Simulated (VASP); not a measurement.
# AlC2N2 (Cmmm) in VASP: notebook, part 2 of 2

VASP 6.6.1.

**4. Single point, PBE, collinear spin, ferromagnetic start**

The input, INCAR:

```
SYSTEM = AlC2N2
ALGO     = Normal         ! electronic algorithm
EDIFF    = 1E-6           ! SCF threshold, eV
ENCUT    = 520            ! plane-wave cutoff, eV
GGA      = PE             ! functional
ISIF     = 2              ! what is computed and relaxed
ISMEAR   = 0              ! smearing method
ISPIN    = 2              ! spin polarisation
LASPH    = .TRUE.         ! aspherical terms in the spheres
LCHARG   = .FALSE.        ! write CHGCAR
LORBIT   = 11             ! projections on sites
LREAL    = .FALSE.        ! projectors in reciprocal space
LWAVE    = .FALSE.        ! write WAVECAR
MAGMOM   = 0 0 1 1 1 1 1 1 1 1 ! initial moments
NBANDS   = 36             ! bands
NELM     = 150            ! most SCF steps
PREC     = Accurate       ! precision mode
SIGMA    = 0.1            ! smearing width, eV
```

The input, KPOINTS:

```
k-points
0
G
  4 4 4
  0 0 0
```

The input, POSCAR:

```
AlC2N2
1.0
    3.2570973900     -3.5408372100      0.0000000000
    3.2570973900      3.5408372100      0.0000000000
    0.0000000000      0.0000000000      7.0816744100
Al C N
2 4 4
Direct
    0.0000000000      0.0000000000      0.0000000000
    0.5000000000      0.5000000000      0.5000000000
    0.1872191700      0.8127808300      0.8127808300
    0.8127808300      0.1872191700      0.1872191700
    0.1872191700      0.8127808300      0.1872191700
    0.8127808300      0.1872191700      0.8127808300
    0.3040439300      0.6959560700      0.6959560700
    0.6959560700      0.3040439300      0.3040439300
    0.3040439300      0.6959560700      0.3040439300
    0.6959560700      0.3040439300      0.6959560700
```

Command:

```bash
$ cat potpaw_PBE.64/Al/POTCAR potpaw_PBE.64/C/POTCAR potpaw_PBE.64/N/POTCAR > POTCAR
$ mpirun -np 1 vasp_std > vasp.out
```

It took 3.7 min on 1 thread of Intel Xeon Platinum 8375C at 2.90GHz (Ice Lake), shared host; peak memory 0.4 GiB.

The run converged. Its results:

```yaml
Free_energy: -74.0862 eV
Pressure: 4.0 GPa
Largest_force: 2.930 eV/Å
Band_gap_on_the_k_mesh: zero (filled and empty bands overlap)
Net_moment: 0.00 μB per cell
Valence_electrons_inside_the_program's_atomic_spheres: Al 0.89, 0.63; C 2.63; N 3.93
```

Forces on the atoms (eV/Å):
```
Al   0.000  0.000  0.000
Al   0.000  0.000  0.000
C    0.000 -0.251 -0.211
C    0.000  0.251  0.211
C    0.000 -0.251  0.211
C    0.000  0.251 -0.211
N    0.000 -2.018 -2.125
N    0.000  2.018  2.125
N    0.000 -2.018  2.125
N    0.000  2.018 -2.125
```

Stress tensor (GPa, compression positive):
```
2.57 0.00 0.00
0.00 4.57 0.00
0.00 0.00 4.78
```

Levels at points of the mesh, in eV from the Fermi level:
Spin up:
| k point | band 18 | band 19 | band 20 | band 21 | band 22 | band 23 | band 24 | band 25 |
| --- | --- | --- | --- | --- | --- | --- | --- | --- |
| (0.00, 0.00, 0.00) | -4.94 | -4.70 | -4.11 | -1.13 | -0.14 | 1.18 | 1.23 | 1.65 |
| (0.50, 0.00, 0.00) | -5.18 | -4.75 | -4.31 | -0.25 | 0.14 | 0.93 | 1.88 | 2.25 |
| (0.50, 0.50, 0.00) | -4.70 | -4.65 | -4.29 | -1.16 | 0.33 | 1.85 | 2.19 | 2.30 |
| (0.00, 0.00, 0.50) | -5.11 | -4.79 | -4.24 | -0.41 | -0.17 | 0.70 | 1.83 | 1.85 |
| (0.50, 0.00, 0.50) | -5.01 | -5.01 | -4.58 | 0.02 | 0.61 | 1.42 | 1.75 | 2.02 |
| (0.50, 0.50, 0.50) | -4.78 | -4.73 | -4.47 | -0.24 | 0.30 | 1.13 | 1.70 | 2.52 |
Spin down:
```csv
k point,band 17,band 18,band 19,band 20,band 21,band 22,band 23,band 24,band 25,band 26
"(0.00, 0.00, 0.00)",-5.33,-4.94,-4.70,-4.11,-1.13,-0.14,1.18,1.23,1.65,2.79
"(0.50, 0.00, 0.00)",-5.50,-5.18,-4.75,-4.31,-0.25,0.14,0.93,1.88,2.25,2.26
"(0.50, 0.50, 0.00)",-4.94,-4.70,-4.65,-4.29,-1.16,0.33,1.85,2.19,2.30,2.50
"(0.00, 0.00, 0.50)",-5.19,-5.11,-4.79,-4.24,-0.41,-0.17,0.70,1.83,1.85,1.92
"(0.50, 0.00, 0.50)",-5.70,-5.01,-5.01,-4.58,0.02,0.61,1.42,1.75,2.02,2.14
"(0.50, 0.50, 0.50)",-4.83,-4.78,-4.73,-4.47,-0.24,0.30,1.13,1.70,2.52,2.69
```

Caveat: forces of over 1 eV/Å act on the atoms, so gaps and moduli don't describe the material at rest.

**5. Single point, PBE, collinear spin, ferromagnetic start**

This run uses another cell than the first one, of 18.87 Å³/atom, 1.155 times its volume.

The input, INCAR:

```
SYSTEM = AlC2N2
PREC = Accurate
ENCUT = 520
EDIFF = 1E-6
ISMEAR = 0
SIGMA = 0.1
LREAL = .FALSE.
LASPH = .TRUE.
NELM = 150
ALGO = Normal
ISIF = 2
LWAVE = .FALSE.
LCHARG = .TRUE.
ISPIN = 2
MAGMOM = 0 0 1 1 1 1 1 1 1 1
LORBIT = 11
GGA = PE
LELF = .TRUE.
LVHAR = .TRUE.
NBANDS = 36
```

The input, KPOINTS:

```
regular mesh
0
G
  4 4 4
  0 0 0
```

The input, POSCAR:

```
AlC2N2
1.0
    3.5320780567     -3.7324017348      0.0000000000
    3.5320780567      3.7324017348      0.0000000000
    0.0000000000      0.0000000000      7.1568009163
Al C N
2 4 4
Direct
    0.0000000000      0.0000000000      0.0000000000
    0.5000000000      0.5000000000      0.5000000000
    0.1971650101      0.1971650101      0.8035640741
    0.8028349899      0.8028349899      0.1964359259
    0.1971650101      0.1971650101      0.1964359259
    0.8028349899      0.8028349899      0.8035640741
    0.3128921457      0.3128921457      0.6846086695
    0.6871078543      0.6871078543      0.3153913305
    0.3128921457      0.3128921457      0.3153913305
    0.6871078543      0.6871078543      0.6846086695
```

Potentials or basis: VASP PAW PBE potentials, release 64 (Al, C, N).

Command:

```bash
$ cat potpaw_PBE.64/Al/POTCAR potpaw_PBE.64/C/POTCAR potpaw_PBE.64/N/POTCAR > POTCAR
$ mpirun -np 1 vasp_std > vasp.out
```

OUTCAR:

```text
SYSTEM = AlC2N2
   PREC = Accurate
   ENCUT = 520
   EDIFF = 1E-6
   ISMEAR = 0
   LREAL = .FALSE.
   LASPH = .TRUE.
   NELM = 150
   ISIF = 2
   ISPIN = 2
   LORBIT = 11
   GGA = PE

 ion  position               nearest neighbor table
   1  0.000  0.000  0.000-   3 1.98   4 1.98   5 1.98   6 1.98
   2  0.500  0.500  0.500-   7 1.87   8 1.87   9 1.87  10 1.87
   3  0.197  0.197  0.804-   7 1.18   1 1.98
   4  0.803  0.803  0.196-   8 1.18   1 1.98
   5  0.197  0.197  0.196-   9 1.18   1 1.98
   6  0.803  0.803  0.804-  10 1.18   1 1.98
   7  0.313  0.313  0.685-   3 1.18   2 1.87
   8  0.687  0.687  0.315-   4 1.18   2 1.87
   9  0.313  0.313  0.315-   5 1.18   2 1.87
  10  0.687  0.687  0.685-   6 1.18   2 1.87

  LATTYP: Found a base centered orthorhombic cell.
 ALAT       =     7.0641561134
 B/A-ratio  =     1.0567155297
 C/A-ratio  =     1.0131147729

  Lattice vectors:

 A1 = (   3.5320780567,  -3.7324017348,   0.0000000000)
 A2 = (   3.5320780567,   3.7324017348,   0.0000000000)
 A3 = (   0.0000000000,   0.0000000000,   7.1568009163)
[... 1741 lines left out ...]
  energy-cutoff  :      520.00
  volume of cell :      188.70
      direct lattice vectors                 reciprocal lattice vectors
     3.532078057 -3.732401735  0.000000000     0.141559725 -0.133962000  0.000000000
     3.532078057  3.732401735  0.000000000     0.141559725  0.133962000  0.000000000
     0.000000000  0.000000000  7.156800916     0.000000000  0.000000000  0.139727235

 POSITION                                       TOTAL-FORCE (eV/Angst)
 -----------------------------------------------------------------------------------
      0.00000      0.00000      0.00000        -0.000000     -0.000000      0.000000
      3.53208      0.00000      3.57840        -0.000000      0.000000      0.000000
      1.39280      0.00000      5.75095        -0.234272     -0.000000      0.237343
      5.67135      0.00000      1.40585         0.234272     -0.000000     -0.237343
      1.39280      0.00000      1.40585        -0.234272     -0.000000     -0.237343
      5.67135      0.00000      5.75095         0.234272     -0.000000      0.237343
      2.21032      0.00000      4.89961         0.234082     -0.000000     -0.236029
      4.85384      0.00000      2.25719        -0.234082     -0.000000      0.236029
      2.21032      0.00000      2.25719         0.234082     -0.000000      0.236029
      4.85384      0.00000      4.89961        -0.234082     -0.000000     -0.236029
 -----------------------------------------------------------------------------------
    total drift:                                0.000000      0.000000      0.000000

  FREE ENERGIE OF THE ION-ELECTRON SYSTEM (eV)
  ---------------------------------------------------
  free  energy   TOTEN  =       -74.9543634068 eV

  energy  without entropy=      -74.9469344390  energy(sigma->0) =      -74.95064892

 total charge

# of ion       s       p       d       tot
------------------------------------------
    1        0.311   0.465   0.000   0.777
    2        0.309   0.413   0.000   0.722
    3        0.959   1.610   0.000   2.569
    4        0.959   1.610   0.000   2.569
    5        0.959   1.610   0.000   2.569
    6        0.959   1.610   0.000   2.569
    7        1.291   2.653   0.000   3.943
    8        1.291   2.653   0.000   3.943
    9        1.291   2.653   0.000   3.943
   10        1.291   2.653   0.000   3.943
--------------------------------------------------
tot          9.619  17.928   0.000  27.547

 magnetization (x)

# of ion       s       p       d       tot
------------------------------------------
    1        0.000  -0.000   0.000  -0.000
    2        0.000   0.000   0.000   0.000
    3       -0.000   0.000   0.000  -0.000
    4       -0.000   0.000   0.000  -0.000
    5       -0.000   0.000   0.000  -0.000
    6       -0.000   0.000   0.000  -0.000
    7       -0.000   0.000   0.000   0.000
    8       -0.000   0.000   0.000   0.000
    9       -0.000   0.000   0.000   0.000
   10       -0.000   0.000   0.000   0.000
--------------------------------------------------
tot         -0.000   0.000   0.000   0.000
```

stdout:

```text
POSCAR found type information on POSCAR AlC N
 POSCAR found :  3 types and      10 ions
 scaLAPACK will be used
 LDA part: xc-table for (Slater+PW92), standard interpolation
 POSCAR, INCAR and KPOINTS ok, starting setup
 FFT: planning ... GRIDC
 FFT: planning ... GRID_SOFT
 FFT: planning ... GRID
 WAVECAR not read
 entering main loop
```

Wall time 5.8 min (1 thread of AMD EPYC 7R43 (Zen 3), shared host); peak memory 0.41 GiB.

What came out:

```yaml
Free_energy: -74.9544 eV
Pressure: 0.4 GPa
Largest_force: 0.333 eV/Å
Band_gap_on_the_k_mesh: zero (filled and empty bands overlap)
Net_moment: 0.00 μB per cell
Valence_electrons_inside_the_program's_atomic_spheres: Al 0.78, 0.72; C 2.57; N 3.94
```

Forces on the atoms (eV/Å):
```
Al   0.000  0.000  0.000
Al   0.000  0.000  0.000
C   -0.234  0.000  0.237
C    0.234  0.000 -0.237
C   -0.234  0.000 -0.237
C    0.234  0.000  0.237
N    0.234  0.000 -0.236
N   -0.234  0.000  0.236
N    0.234  0.000  0.236
N   -0.234  0.000 -0.236
```

Stress tensor (GPa, compression positive):
```
0.37 0.00 0.00
0.00 0.32 0.00
0.00 0.00 0.43
```

Levels at points of the mesh, in eV from the Fermi level:
Spin up:
| k point | band 19 | band 20 | band 21 | band 22 | band 23 | band 24 |
| --- | --- | --- | --- | --- | --- | --- |
| (0.00, 0.00, 0.00) | -4.65 | -4.37 | -1.02 | -0.04 | 1.25 | 1.37 |
| (0.50, 0.00, 0.00) | -4.74 | -4.53 | -0.31 | 0.13 | 1.04 | 1.76 |
| (0.50, 0.50, 0.00) | -4.65 | -4.46 | -1.16 | 0.16 | 1.87 | 2.06 |
| (0.00, 0.00, 0.50) | -4.73 | -4.51 | -0.26 | -0.06 | 0.88 | 1.65 |
| (0.50, 0.00, 0.50) | -5.01 | -4.86 | -0.01 | 0.59 | 1.53 | 1.63 |
| (0.50, 0.50, 0.50) | -4.71 | -4.62 | -0.35 | 0.25 | 1.09 | 1.73 |
Spin down:
```csv
k point,band 19,band 20,band 21,band 22,band 23,band 24
"(0.00, 0.00, 0.00)",-4.65,-4.37,-1.02,-0.04,1.25,1.37
"(0.50, 0.00, 0.00)",-4.74,-4.53,-0.31,0.13,1.04,1.76
"(0.50, 0.50, 0.00)",-4.65,-4.46,-1.16,0.16,1.87,2.06
"(0.00, 0.00, 0.50)",-4.73,-4.51,-0.26,-0.06,0.88,1.65
"(0.50, 0.00, 0.50)",-5.01,-4.86,-0.01,0.60,1.53,1.63
"(0.50, 0.50, 0.50)",-4.71,-4.62,-0.35,0.25,1.09,1.73
```

**6. The runs side by side**

| task | spin | cell | k mesh | cutoff (eV) | gap on the mesh (eV) | pressure (GPa) | moment (μB) | largest force (eV/Å) |
| --- | --- | --- | --- | --- | --- | --- | --- | --- |
| relaxation of cell and atoms | off | relaxed from a = 4.811, b = 4.811, c = 7.082 Å, angles 90.0, 90.0, 94.8°, 10 atoms | 4 × 4 × 4 | 600 | none | -0.1 | - | 0.04 |
| single point | off | a = 5.398, b = 5.398, c = 7.125 Å, angles 90.0, 90.0, 97.8°, 10 atoms | 8 × 8 × 6 | 520 | none | 0.3 | - | 0.34 |
| single point | collinear, ferromagnetic start | a = 4.811, b = 4.811, c = 7.082 Å, angles 90.0, 90.0, 94.8°, 10 atoms | 4 × 4 × 4 | 520 | none | 4.0 | 0.00 | 2.93 |
| single point | collinear, ferromagnetic start | a = 5.139, b = 5.139, c = 7.157 Å, angles 90.0, 90.0, 93.2°, 10 atoms | 4 × 4 × 4 | 520 | none | 0.4 | 0.00 | 0.33 |

Alike in all rows: level PBE; potentials or basis VASP PAW PBE potentials, release 64 (Al, C, N); smearing gaussian 0.1 eV.

Caveats: the volume moved by over 15 % at a fixed basis, so the end points are rough (some runs); forces of over 1 eV/Å act on the atoms, so gaps and moduli don't describe the material at rest (some runs).

Total energies depend on the potentials used, so only differences within one code and one set of settings carry meaning.
